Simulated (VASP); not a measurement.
BaS: single point with PBE

Crystal: BaS.

```
Ba S
1.0
     5.27199    0.00000    0.00000
    -2.63600    4.56568    0.00000
     0.00000    0.00000    6.25301
Ba S
2 2
Direct
  0.33333 0.66667 0.93750
  0.66667 0.33333 0.43750
  0.33333 0.66667 0.43750
  0.66667 0.33333 0.93750
```

| Property | Result |
| --- | --- |
| Program | VASP 6.6.1 |
| Task | single point |
| Functional | PBE |
| Potentials or basis | VASP PAW PBE potentials, release 64 (Ba_sv, S) |
| Cutoff | 520 eV |
| k mesh | 6 × 6 × 4 |
| Occupations | gaussian, width 0.01 eV |
| Spin | no spin polarisation |

```json
{"Pressure": "2.9 GPa", "Band gap on the k mesh": "2.38 eV (least direct gap 2.52 eV)"}
```

Stress tensor (GPa, compression positive):
```
2.68 0.00 0.00
0.00 2.68 0.00
0.00 0.00 3.27
```

Levels at points of the mesh, in eV from the valence-band top:
| k point | band 14 | band 15 | band 16 | band 17 | band 18 | band 19 |
| --- | --- | --- | --- | --- | --- | --- |
| (0.00, 0.00, 0.00) | -0.95 | -0.35 | 0.00 | 2.87 | 3.67 | 3.67 |
| (0.50, 0.00, 0.00) | -0.38 | -0.35 | -0.35 | 3.05 | 3.40 | 3.50 |
| (0.00, 0.00, 0.50) | -1.11 | -1.11 | -1.11 | 3.88 | 3.88 | 5.60 |
| (0.50, 0.00, 0.50) | -0.96 | -0.54 | -0.54 | 3.92 | 3.92 | 5.03 |

It took 2.3 min on 1 thread of Intel Xeon 8259CL, on a shared host, peak memory 0.29 GiB.

Caveat: the structure was generated, so it needn't be the stable form of BaS; spin-orbit coupling is left out, which moves the levels of the heavy elements. A k mesh can miss the band edges.
